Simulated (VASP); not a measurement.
Wanted: the native input for a VASP 6.6.1 run.

| Property | Result |
| --- | --- |
| Task | single point |
| Functional | PBE |
| Potentials or basis | VASP PAW PBE potentials, release 64 (Cu, Ni) |
| Cutoff | 520 eV |
| k mesh | 6 × 6 × 6 |
| Occupations | gaussian, width 0.1 eV |
| Spin | collinear spin, ferrimagnetic start |
| Starting moments | [0.0, 0.0, 2.0, 2.0, -2.0] μB |
| Dipole correction | no |
| Further INCAR settings | ALGO = Fast; EDIFF = 1e-06; NBANDS = 38 |

The structure of Cu2Ni3 lies in POSCAR:

```
Cu2Ni3
1.0
    0.0000000000      1.9146605200      8.5277374200
    1.7055474800      0.0000000000      8.5277374200
    1.7055474800      1.9146605200      0.0000000000
Cu Ni
2 3
Direct
    0.8000000000      0.8000000000      0.2000000000
    0.2000000000      0.2000000000      0.8000000000
    0.0000000000      0.0000000000      0.0000000000
    0.4000000000      0.4000000000      0.6000000000
    0.6000000000      0.6000000000      0.4000000000
```

These files were run (other wordings do the same):

INCAR

```
SYSTEM = Cu2Ni3
  ALGO = Fast
  EDIFF = 1E-6
  ENCUT = 520
  GGA = PE
  ISIF = 2
  ISMEAR = 0
  ISPIN = 2
  LASPH = .TRUE.
  LCHARG = .FALSE.
  LMAXMIX = 4
  LORBIT = 11
  LREAL = .FALSE.
  LWAVE = .FALSE.
  MAGMOM = 0 0 2 2 -2
  NBANDS = 38
  NELM = 150
  PREC = Accurate
  SIGMA = 0.1
```

KPOINTS

```
k-points
0
G
  6 6 6
  0 0 0
```

Potentials or basis: VASP PAW PBE potentials, release 64 (Cu, Ni).

Launch:

```sh
$ cat potpaw_PBE.64/Cu/POTCAR potpaw_PBE.64/Ni/POTCAR > POTCAR
$ mpirun -np 1 vasp_std > vasp.out
```

It gave:

```
Pressure                                              : 2.8 GPa
Largest force                                         : 0.443 eV/Å
Net moment                                            : 1.39 μB per cell
Site moments                                          : Cu -0.01; Ni +0.59, +0.43 (each value once) μB
Valence electrons inside the program's atomic spheres : Cu 10.07; Ni 9.27, 9.29 (each value once)
```

Caveat: the k points lie up to 0.42 Å⁻¹ apart.

Wall time 12 min on 1 thread of AMD EPYC 9R45 96-Core Processor (Zen 5), on a shared host, peak memory 0.42 GiB.
